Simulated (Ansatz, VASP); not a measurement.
## Two plane-wave programs on SiC

```xyz
4
Lattice="3.0919 0.0000 0.0000 -1.5460 2.6777 0.0000 0.0000 0.0000 4.7698" Properties=species:S:1:pos:R:3 pbc="T T T"
Si    0.0000    1.7851    2.3609
Si    1.5460    0.8926    4.7458
C     0.0000    1.7851    4.1977
C     1.5460    0.8926    1.8127
```

Alike in both runs: task single point; functional PBE; k mesh 12 × 12 × 6; occupations gaussian, width 0.02 eV; no spin polarisation.

```csv
,VASP,Ansatz
version,VASP 6.6.1,Ansatz 0.2.0
potentials or method,"VASP PAW PBE potentials, release 64 (Si, C), cutoff 520 eV","scalar-relativistic, plane waves, PAW"
valence electrons in the cell,16,16
```

Ansatz gave:

- gap on the k mesh at the Fermi level (eV): 1.98
- least direct gap on the mesh (eV): 3.54
- pressure (GPa): 14.7
- traceless stress, the component that is largest in VASP (GPa): 20.35

Task: Estimate VASP's values.

Result: gap on the k mesh at the Fermi level (eV): 1.97; least direct gap on the mesh (eV): 3.54; pressure (GPa): 14.6; traceless stress, the component that is largest in VASP (GPa): 20.46.
